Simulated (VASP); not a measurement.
Set up this calculation in VASP 6.6.1, as the native input.

```yaml
Task: single point
Functional: LDA
Potentials_or_basis: VASP PAW LDA potentials, release 64 (Ga_d, P)
Cutoff: 520 eV
k_mesh: 9 × 9 × 9
Occupations: gaussian, width 0.05 eV
Spin: no spin polarisation
Dipole_correction: no
Further_INCAR_settings: ALGO = Normal; EDIFF = 1e-06; NBANDS = 26
```

The structure of GaP lies in POSCAR:

```
GaP
1.0
    1.8426023809      1.0638269806      6.5016839210
   -1.8426023809      1.0638269806      6.5016839210
    0.0000000000     -2.1276539612      6.5016839210
Ga P
2 2
Direct
    0.4359784395      0.4359784395      0.4359784395
    0.5640215605      0.5640215605      0.5640215605
    0.0580350955      0.0580350955      0.0580350955
    0.9419649045      0.9419649045      0.9419649045
```

The input as run:

INCAR

```
PREC = Accurate
ENCUT = 520
EDIFF = 1E-6
ISMEAR = 0
SIGMA = 0.05
LREAL = F
LASPH = T
NELM = 100
ALGO = Normal
ISIF = 2
LWAVE = F
LCHARG = F
GGA = CA
NBANDS = 26
```

KPOINTS

```
Automatic mesh
0
Gamma
  9 9 9
```

Potentials or basis: VASP PAW LDA potentials, release 64 (Ga_d, P).

Launch:

```sh
$ cat potpaw_LDA.64/Ga_d/POTCAR potpaw_LDA.64/P/POTCAR > POTCAR
$ mpirun -np 1 vasp_std > vasp.out
```

It gave:

```json
{
  "Pressure": "2.6 GPa",
  "Largest force": "0.705 eV/Å",
  "Band gap on the k mesh": "0.48 eV (least direct gap 1.02 eV)"
}
```

Caveat: the stress differs along the axes, from -6 to 7 GPa; semilocal functionals underestimate gaps, and a narrow one can read as zero.

Run time: 5.4 min on 1 thread of Intel(R) Xeon(R) 6975P-C (Granite Rapids) (shared host), peak memory 0.37 GiB.
